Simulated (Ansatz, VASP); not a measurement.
# La4TaO in VASP and in Ansatz

Contents of INCAR:

```
SYSTEM = La4TaO
PREC = Accurate
ENCUT = 520
EDIFF = 1E-7
ISMEAR = 0
SIGMA = 0.1
LREAL = .False.
LASPH = .True.
NELM = 60
ALGO = Normal
ISIF = 2
LWAVE = .False.
LCHARG = .False.
GGA = PE
NBANDS = 40
```

KPOINTS

```
Automatic mesh
0
Gamma
  4 4 4
  0 0 0
```

POSCAR

```
La4TaO
1.0
    0.0000000000      4.1817696300      4.1817696300
    4.1817696300      0.0000000000      4.1817696300
    4.1817696300      4.1817696300      0.0000000000
La Ta O
4 1 1
Direct
    0.6250080000      0.6250080000      0.6250080000
    0.6250080000      0.1249760000      0.6250080000
    0.1249760000      0.6250080000      0.6250080000
    0.6250080000      0.6250080000      0.1249760000
    0.2500000000      0.2500000000      0.2500000000
    0.0000000000      0.0000000000      0.0000000000
```

Input for Ansatz:

```yaml
crystal:
  lattice:
    - [0.0, 4.18176963, 4.18176963]
    - [4.18176963, 0.0, 4.18176963]
    - [4.18176963, 4.18176963, 0.0]
  atoms:
    - { symbol: La, position: [0.625008, 0.625008, 0.625008] }
    - { symbol: La, position: [0.625008, 0.124976, 0.625008] }
    - { symbol: La, position: [0.124976, 0.625008, 0.625008] }
    - { symbol: La, position: [0.625008, 0.625008, 0.124976] }
    - { symbol: Ta, position: [0.25, 0.25, 0.25] }
    - { symbol: O, position: [0.0, 0.0, 0.0] }
basis:
  ecutwfc: 420
kpoints:
  mp_grid: { grid: [4, 4, 4] }
hamiltonian:
  xc: pbe
scf:
  occupations: { method: gaussian, width: 0.1 }
  lower_state_search: "off"
output:
  forces: true
  stress: true
  eigenvalues: true
```

Change from the starting cell: species swapped into the YbNi4Au type (F-43m, No. 216).

Alike in both runs: task single point; functional PBE; k mesh 4 × 4 × 4; occupations gaussian, width 0.1 eV; no spin polarisation.

|  | VASP | Ansatz |
| --- | --- | --- |
| version | VASP 6.6.1 | Ansatz 0.2.0 |
| potentials or method | VASP PAW PBE potentials, release 64 (La, Ta_pv, O), cutoff 520 eV | scalar-relativistic, plane waves, PAW |
| valence electrons in the cell | 61 | 63 |

|  | VASP | Ansatz | Ansatz less VASP |
| --- | --- | --- | --- |
| gap on the k mesh at the Fermi level (eV) | none | none | - |
| pressure (GPa) | 8.1 | 8.1 | +0.03 |

A gap of «none» marks a metal or a gap that the smearing closes. The functional is the same, so the differences come from potentials, cutoffs and numerics. VASP's potentials hold 61 valence electrons a cell and Ansatz's 63, so a difference there can come from the potentials and not from the codes.

Spin-orbit coupling is off throughout.
